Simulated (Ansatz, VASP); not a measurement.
**LiCl in VASP and in Ansatz**

```
CELL_PARAMETERS angstrom
0.00000 2.56476 2.56476
2.56476 0.00000 2.56476
2.56476 2.56476 0.00000
ATOMIC_POSITIONS crystal
Li 0.00000 0.00000 0.00000
Cl 0.51950 0.48050 0.44151
```

Alike in both runs: task single point; functional PBE; k mesh 8 × 8 × 8; occupations gaussian, width 0.05 eV; no spin polarisation.

|  | VASP | Ansatz |
| --- | --- | --- |
| version | VASP 6.6.1 | Ansatz 0.2.0 |
| potentials or method | VASP PAW PBE potentials, release 64 (Li_sv, Cl), cutoff 520 eV | scalar-relativistic, plane waves, PAW |
| valence electrons in the cell | 10 | 10 |

|  | VASP | Ansatz | Ansatz less VASP |
| --- | --- | --- | --- |
| gap on the k mesh at the Fermi level (eV) | 6.31 | 6.30 | -0.012 |
| least direct gap on the mesh (eV) | 6.31 | 6.30 | -0.012 |
| rms of the force components (eV/Å) | 0.110 | 0.110 | -0.0007 |

Atom by atom the forces differ by 0.001 eV/Å (rms over components). The functional is the same, so the differences come from potentials, cutoffs and numerics.

Noted on VASP's run: the cutoff is short for stress, so the pressure is rough.
